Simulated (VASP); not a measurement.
## LiAl2: single point with PBE

The system is LiAl2.

```
Li Al
1.0
     4.50395    0.00000    0.00000
    -2.25198    3.90054    0.00000
     0.00000    0.00000    3.04823
Li Al
1 2
Direct
  0.00000 0.00000 0.00000
  0.33333 0.66667 0.50000
  0.66667 0.33333 0.50000
```

```json
{"Program": "VASP 6.6.1", "Task": "single point", "Functional": "PBE", "Potentials or basis": "VASP PAW PBE potentials, release 64 (Li_sv, Al)", "Cutoff": "520 eV", "k mesh": "6 × 6 × 6", "Occupations": "gaussian, width 0.1 eV", "Spin": "no spin polarisation", "Dipole correction": "no", "Further INCAR settings": "ALGO = Normal; EDIFF = 1e-06; NBANDS = 12"}
```

```json
{
 "Band gap on the k mesh": "zero (an odd number of electrons rules out a gap without spin polarisation)"
}
```

Levels at points of the mesh, in eV from the Fermi level:
| k point | band 2 | band 3 | band 4 | band 5 | band 6 | band 7 |
| --- | --- | --- | --- | --- | --- | --- |
| (0.00, 0.00, 0.00) | -8.87 | -0.78 | -0.78 | 0.17 | 0.66 | 0.66 |
| (0.50, 0.00, 0.00) | -7.28 | -5.91 | -2.43 | -0.32 | 6.49 | 6.78 |
| (0.00, 0.00, 0.50) | -6.02 | -3.93 | 1.52 | 1.52 | 3.15 | 3.92 |
| (0.50, 0.00, 0.50) | -4.03 | -3.29 | -2.67 | -1.05 | 0.27 | 2.06 |

Wall time 7 s on 1 thread of Intel(R) Xeon(R) Platinum 8559C (Emerald Rapids) (shared host), peak memory 0.17 GiB.
